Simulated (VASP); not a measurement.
Write the native input for VASP 6.6.1 that does the following.

| Quantity | Value |
| --- | --- |
| Task | single point |
| Functional | PBE |
| Potentials or basis | VASP PAW PBE potentials, release 64 (Ti_sv, Si) |
| Cutoff | 520 eV |
| k mesh | 14 × 14 × 14 |
| Occupations | gaussian, width 0.15 eV |
| Spin | no spin polarisation |
| Dipole correction | no |
| Further INCAR settings | ALGO = Normal; EDIFF = 1e-07; NBANDS = 29 |

The structure of TiSi2 lies in POSCAR:

```
TiSi2
1.0
    0.0000000000      4.1351811263      4.2795976070
    2.4038689094      0.0000000000      4.2795976070
    2.4038689094      4.1351811263      0.0000000000
Ti Si
2 4
Direct
    0.7219881790      0.7780118210      0.7780118210
    0.4719881790      0.5280118210      0.5280118210
    0.0831132658      0.3617220711      0.0905356524
    0.4646290107      0.0905356524      0.3617220711
    0.1594643476      0.7853709893      0.1668867342
    0.8882779289      0.1668867342      0.7853709893
```

This cell differs from its parent crystal: mode 4 (183.3 1/cm) frozen in, largest displacement +0.263 Å.

One way to write it, as run:

INCAR

```
PREC = Accurate
ENCUT = 520
EDIFF = 1E-7
ISMEAR = 0
SIGMA = 0.15
LREAL = False
LASPH = True
NELM = 100
ALGO = Normal
ISIF = 2
LWAVE = False
LCHARG = False
GGA = PE
NBANDS = 29
```

KPOINTS

```
Automatic mesh
0
Gamma
  14 14 14
```

Potentials or basis: VASP PAW PBE potentials, release 64 (Ti_sv, Si).

Command:

```bash
$ cat potpaw_PBE.64/Ti_sv/POTCAR potpaw_PBE.64/Si/POTCAR > POTCAR
$ mpirun -np 1 vasp_std > vasp.out
```

Results of the run:

* Pressure: 2.5 GPa
* Largest force: 0.966 eV/Å
* Band gap on the k mesh: zero (band 20 reaches 10.65 eV, above the bottom of band 21 at 9.08 eV)

Caveat: the cell differs from its parent crystal (mode 4 (183.3 1/cm) frozen in, largest displacement +0.263 Å).

Wall time 11 min on 1 thread of Intel(R) Xeon(R) 6975P-C (Granite Rapids) (shared host), peak memory 0.89 GiB.
